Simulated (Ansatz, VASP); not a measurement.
# Ag in VASP and in Ansatz

Contents of POSCAR:

```
Ag
1.0
    2.8353212585      0.0000000000      0.0000000000
   -1.4176606292      2.4554602377      0.0000000000
    0.0000000000      0.0000000000      4.5853228361
Ag
2
Direct
    0.3333333333      0.6666666667      0.2500000000
    0.6666666667      0.3333333333      0.7500000000
```

File INCAR.step1:

```
  PREC = Accurate
  ENCUT = 520
  ISMEAR = -1
  SIGMA = 0.1
  LREAL = F
  LASPH = T
  NELM = 100
  NBANDS = 18
  GGA = PE
  ALGO = Normal
  EDIFF = 1E-4
  LWAVE = T
  LCHARG = F
```

The input INCAR.step2:

```
  PREC = Accurate
  ENCUT = 520
  EDIFF = 1E-7
  ISMEAR = -1
  SIGMA = 0.1
  LREAL = F
  LASPH = T
  NELM = 100
  ALGO = Normal
  ISIF = 2
  LWAVE = F
  LCHARG = F
  METAGGA = R2SCAN
  LMIXTAU = T
  NBANDS = 18
  ISTART = 1
```

Contents of KPOINTS:

```
Automatic mesh
0
Gamma
  14 14 8
```

Input for Ansatz:

```yaml
crystal:
  lattice:
    - [2.8353212585, 0.0, 0.0]
    - [-1.4176606292, 2.4554602377, 0.0]
    - [0.0, 0.0, 4.5853228361]
  atoms:
    - { symbol: Ag, position: [0.3333333333, 0.6666666667, 0.25] }
    - { symbol: Ag, position: [0.6666666667, 0.3333333333, 0.75] }
hamiltonian:
  xc: r2scan
  pseudopotentials:
    kind: paw
    azcp:
      Ag: "pseudopotentials/Ag.paw.azcp"
basis:
  ecutwfc: 500
  fft_grid_basis: typed
kpoints:
  mp_grid: { grid: [14, 14, 8], shift: [0, 0, 0] }
magnetization:
  spin_polarized: false
scf:
  occupations: { method: fermi_dirac, width: 0.1 }
  lower_state_search: "off"
output:
  stress: true
```

Alike in both runs: task single point; functional r2SCAN; k mesh 14 × 14 × 8; occupations fermi-dirac, width 0.1 eV; no spin polarisation.

|  | VASP | Ansatz |
| --- | --- | --- |
| version | VASP 6.6.1 | Ansatz 0.2.0 |
| potentials or method | VASP PAW PBE potentials, release 64 (Ag), cutoff 520 eV | plane waves (500 eV) with PAW, scalar-relativistic |
| valence electrons in the cell | 22 | 38 |

|  | VASP | Ansatz | Ansatz less VASP |
| --- | --- | --- | --- |
| pressure (GPa) | 11.1 | 10.8 | -0.30 |
| traceless stress, the component that is largest in VASP (GPa) | 0.93 | 0.90 | -0.027 |

VASP's potentials were made for PBE, not for r2SCAN. VASP's potentials hold 22 valence electrons a cell and Ansatz's 38, so a difference there can come from the potentials and not from the codes.
